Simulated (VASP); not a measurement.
**MoS: single point with r2SCAN**

The system is MoS.

```
Mo S
1.0
     0.00000    2.66882    2.66882
     2.66882    0.00000    2.66882
     2.66882    2.66882    0.00000
Mo S
1 1
Direct
  0.00000 0.00000 0.00000
  0.25000 0.25000 0.25000
```

* Program: VASP 6.6.1
* Task: single point
* Functional: r2SCAN
* Potentials or basis: VASP PAW PBE potentials, release 64 (Mo_sv, S)
* Cutoff: 520 eV
* k mesh: 12 × 12 × 12
* Occupations: gaussian, width 0.05 eV
* Spin: collinear spin
* Starting moments: [3.0, 0.0] μB
* Dipole correction: no
* Further INCAR settings: ALGO = Normal; EDIFF = 1e-06; NBANDS = 21

| Quantity | Value |
| --- | --- |
| Pressure | -1.9 GPa |
| Band gap on the k mesh | zero (filled and empty bands overlap) |
| Net moment | 0.00 μB per cell |
| Valence electrons inside the program's atomic spheres | Mo 12.54; S 3.73 |

Levels at points of the mesh, in eV from the Fermi level:
Spin up:
```
           k point  band 6  band 7  band 8  band 9  band 10  band 11  band 12  band 13  band 14  band 15
(0.00, 0.00, 0.00)   -6.06   -6.06   -6.06   -0.80    -0.80     1.86     4.66     4.66     4.66     8.74
(0.50, 0.00, 0.00)   -6.40   -5.59   -5.59   -0.28    -0.28     0.05     2.50     2.50     4.55     9.03
(0.50, 0.50, 0.00)   -7.12   -4.67   -4.67   -1.78     0.11     0.44     0.94     0.94     7.44     8.61
```
Spin down:
```tsv
k point	band 6	band 7	band 8	band 9	band 10	band 11	band 12	band 13	band 14	band 15
(0.00, 0.00, 0.00)	-6.06	-6.06	-6.06	-0.80	-0.80	1.86	4.66	4.66	4.66	8.74
(0.50, 0.00, 0.00)	-6.40	-5.59	-5.59	-0.28	-0.28	0.05	2.50	2.50	4.55	9.03
(0.50, 0.50, 0.00)	-7.12	-4.67	-4.67	-1.78	0.11	0.43	0.94	0.94	7.44	8.61
```

Wall time 4 min on 1 thread of AMD EPYC 9R45 96-Core Processor (Zen 5) (shared host), peak memory 0.21 GiB.

Caveat: the PAW data sets were made with another functional, which shifts forces and pressure a little.
